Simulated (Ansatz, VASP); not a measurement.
## One calculation of Te, two programs

File INCAR:

```
PREC = Accurate ; ENCUT = 520
EDIFF = 1E-6 ; ISMEAR = -1
SIGMA = 0.1 ; LREAL = False
LASPH = True ; NELM = 60
ALGO = Normal ; ISIF = 2
LWAVE = False ; LCHARG = False
GGA = PE ; NBANDS = 16
```

KPOINTS

```
regular mesh
0
Gamma
  7 7 9
```

POSCAR

```
Te
1.0
    4.6028103626      0.0000000000      0.0000000000
   -2.3014051813      3.9861507029      0.0000000000
    0.0000000000      0.0000000000      2.7530035767
Te
3
Direct
    0.0000000000      0.0000000000      0.0000000000
    0.3333333333      0.6666666667      0.5000000000
    0.6666666667      0.3333333333      0.5000000000
```

Input for Ansatz:

```yaml
crystal:
  lattice:
    - [4.6028103626, 0.0, 0.0]
    - [-2.3014051813, 3.9861507029, 0.0]
    - [0.0, 0.0, 2.7530035767]
  atoms:
    - { symbol: Te, position: [0.0, 0.0, 0.0] }
    - { symbol: Te, position: [0.3333333333, 0.6666666667, 0.5] }
    - { symbol: Te, position: [0.6666666667, 0.3333333333, 0.5] }
kpoints:
  mp_grid: { grid: [7, 7, 9] }
scf:
  occupations: { method: fermi_dirac, width: 0.1 }
hamiltonian:
  xc: pbe
  pseudopotentials: { kind: all_electron, datasets: crystal }
output:
  forces: true
  stress: true
  eigenvalues: true
```

Change from the starting cell: volume scaled by 0.58, crystal datasets.

Alike in both runs: task single point; functional PBE; k mesh 7 × 7 × 9; occupations fermi-dirac, width 0.1 eV; no spin polarisation.

```csv
,VASP,Ansatz
version,VASP 6.6.1,Ansatz 0.2.0
potentials or method,"VASP PAW PBE potentials, release 64 (Te), cutoff 520 eV","all-electron PAW with datasets made for the crystal, scalar-relativistic"
```

Ansatz gave:

| Item | Value |
| --- | --- |
| pressure (GPa) | 103.2 |
| traceless stress, the component that is largest in VASP (GPa) | -0.18 |

Which values does VASP return?

Pressure (GPa): 103.8; traceless stress, the component that is largest in VASP (GPa): -0.16.

Both programs put the cell under a high pressure, so it lies far from rest at this level. Ansatz ran all-electron here, and VASP with PAW potentials.

Spin-orbit coupling is off throughout. Noted on VASP's run: the cell as given lies far from equilibrium.
